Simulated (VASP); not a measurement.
Set up this calculation in VASP 6.6.1, as the native input.

```yaml
Task: relaxation of cell and atoms
Functional: r2SCAN
Potentials_or_basis: VASP PAW PBE potentials, release 64 (K_sv, I)
Cutoff: 600 eV
k_mesh: 8 × 8 × 8
Occupations: fermi-dirac, width 0.05 eV
Spin: no spin polarisation
Dipole_correction: no
Further_INCAR_settings: ALGO = Normal; EDIFF = 1e-06; IBRION = 2; EDIFFG = -0.002; NSW = 100; ISIF = 3
```

Crystal: KI.

```
CELL_PARAMETERS angstrom
0.00000 3.53277 3.53277
3.53277 0.00000 3.53277
3.53277 3.53277 0.00000
ATOMIC_POSITIONS crystal
K 0.00000 0.00000 0.00000
I 0.50000 0.50000 0.50000
```

One way to write it, as run:

POSCAR

```
KI
1.0
    0.0000000000      3.5327750000      3.5327750000
    3.5327750000      0.0000000000      3.5327750000
    3.5327750000      3.5327750000      0.0000000000
K I
1 1
Direct
    0.0000000000      0.0000000000      0.0000000000
    0.5000000000      0.5000000000      0.5000000000
```

INCAR.step1

```
PREC = Accurate
ENCUT = 600
ISMEAR = -1
SIGMA = 0.05
LREAL = F
LASPH = T
NELM = 100
GGA = PE
ALGO = Normal
EDIFF = 1E-4
LWAVE = T
LCHARG = F
```

INCAR.step2

```
PREC = Accurate
ENCUT = 600
EDIFF = 1E-6
ISMEAR = -1
SIGMA = 0.05
LREAL = F
LASPH = T
NELM = 100
ALGO = Normal
ISIF = 3
LWAVE = F
LCHARG = F
METAGGA = R2SCAN
LMIXTAU = T
IBRION = 2
NSW = 100
EDIFFG = -0.002
ISTART = 1
```

KPOINTS

```
regular mesh
0
Gamma
  8 8 8
```

Potentials or basis: VASP PAW PBE potentials, release 64 (K_sv, I).

Command:

```bash
$ cat potpaw_PBE.64/K_sv/POTCAR potpaw_PBE.64/I/POTCAR > POTCAR
$ cp INCAR.step1 INCAR
$ mpirun -np 1 vasp_std > vasp.out
$ cp INCAR.step2 INCAR
$ mpirun -np 1 vasp_std > vasp.out
```

Results of the run:

```
Relaxed volume                         : 44.64 Å³/atom
Relaxed cell                           : a = 5.017 Å, b = 5.017 Å, c = 5.017 Å, α = 60.00°, β = 60.00°, γ = 60.00°
Space group after relaxing (to 0.05 Å) : Fm-3m (No. 225)
Energy gained by relaxing              : 0.3 meV/atom
Ionic steps                            : 4
Pressure after relaxing                : 0.0 GPa
Band gap on the k mesh                 : 4.58 eV, direct
```

Caveat: the PAW data sets were made with another functional, which shifts forces and pressure a little; spin-orbit coupling is left out, which moves the levels of the heavy elements.

Wall time 12 min on 1 thread of Oxide Virtual Turin-like Processor (shared host), peak memory 0.25 GiB.
